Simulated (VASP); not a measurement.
A run of VASP 6.6.1 is set up as follows.

INCAR

```
SYSTEM = Hg
ALGO     = Normal         ! electronic algorithm
EDIFF    = 1E-8           ! SCF threshold, eV
ENCUT    = 520            ! plane-wave cutoff, eV
ISIF     = 2              ! what is computed and relaxed
ISMEAR   = -1             ! smearing method
LASPH    = .TRUE.         ! aspherical terms in the spheres
LCHARG   = .FALSE.        ! write CHGCAR
LEFG     = .TRUE.       
LREAL    = .FALSE.        ! projectors in reciprocal space
LWAVE    = .FALSE.        ! write WAVECAR
NBANDS   = 12             ! bands
NELM     = 100            ! most SCF steps
PREC     = Accurate       ! precision mode
SIGMA    = 0.03           ! smearing width, eV
```

Contents of KPOINTS:

```
k-points
0
G
  12 12 12
  0 0 0
```

Contents of POSCAR:

```
Hg
1.0
    1.7357480073      1.0021345793      2.2414219814
   -1.7357480073      1.0021345793      2.2414219814
    0.0000000000     -2.0042691585      2.2414219814
Hg
1
Direct
    0.0000000000      0.0000000000      0.0000000000
```

Potentials or basis: VASP PAW LDA potentials, release 64 (Hg).

Command:

```bash
$ cat potpaw_LDA.64/Hg/POTCAR > POTCAR
$ mpirun -np 1 vasp_std > vasp.out
```

What does it give for the pressure?

-1.5 GPa.

Estimate the band gap on the k mesh.

zero (band 6 reaches 3.77 eV, above the bottom of band 7 at 0.57 eV).

Stress tensor (GPa, compression positive):
```
-1.11  0.00  0.00
 0.00 -1.11  0.00
 0.00  0.00 -2.23
```

Caveat: without QUAD_EFG the Cq values of the log hold for a quadrupole moment of 1 mb, not for the nuclei; spin-orbit coupling is left out, which moves the levels of the heavy elements.
